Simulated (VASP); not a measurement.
Wanted: the native input for a VASP 6.6.1 run.

```
Task                   : single point
Functional             : PBE
Potentials or basis    : VASP PAW PBE potentials, release 64 (Ga_d, Sb)
Cutoff                 : 520 eV
k mesh                 : 18 × 18 × 18
Occupations            : gaussian, width 0.15 eV
Spin                   : no spin polarisation
Dipole correction      : no
Further INCAR settings : ALGO = Normal; EDIFF = 1e-06; NBANDS = 16
```

The structure of GaSb lies in POSCAR:

```
GaSb
1.0
   -1.4924609655      2.5438967101      2.8264267845
    1.4924609655     -2.5438967101      2.8264267845
    1.4924609655      2.5438967101     -2.8264267845
Ga Sb
1 1
Direct
    0.0000000000      0.0000000000      0.0000000000
    0.5000000000      0.5000000000      0.0000000000
```

One way to write it, as run:

INCAR

```
ALGO = Normal
EDIFF = 1E-6
ENCUT = 520
GGA = PE
ISIF = 2
ISMEAR = 0
LASPH = T
LCHARG = F
LREAL = F
LWAVE = F
NBANDS = 16
NELM = 60
PREC = Accurate
SIGMA = 0.15
```

KPOINTS

```
k-points
0
Gamma
  18 18 18
```

Potentials or basis: VASP PAW PBE potentials, release 64 (Ga_d, Sb).

Launch:

```bash
$ cat potpaw_PBE.64/Ga_d/POTCAR potpaw_PBE.64/Sb/POTCAR > POTCAR
$ mpirun -np 1 vasp_std > vasp.out
```

Results of the run:

```
Pressure               : 8.0 GPa
Band gap on the k mesh : zero (bands 9 and 10 overlap by 5.84 eV)
```

Caveat: the stress differs along the axes, from 5 to 11 GPa; spin-orbit coupling is left out, which moves the levels of the heavy elements.

It took 4.3 min on 1 thread of Intel(R) Xeon(R) 6975P-C (Granite Rapids) (shared host), peak memory 0.68 GiB.
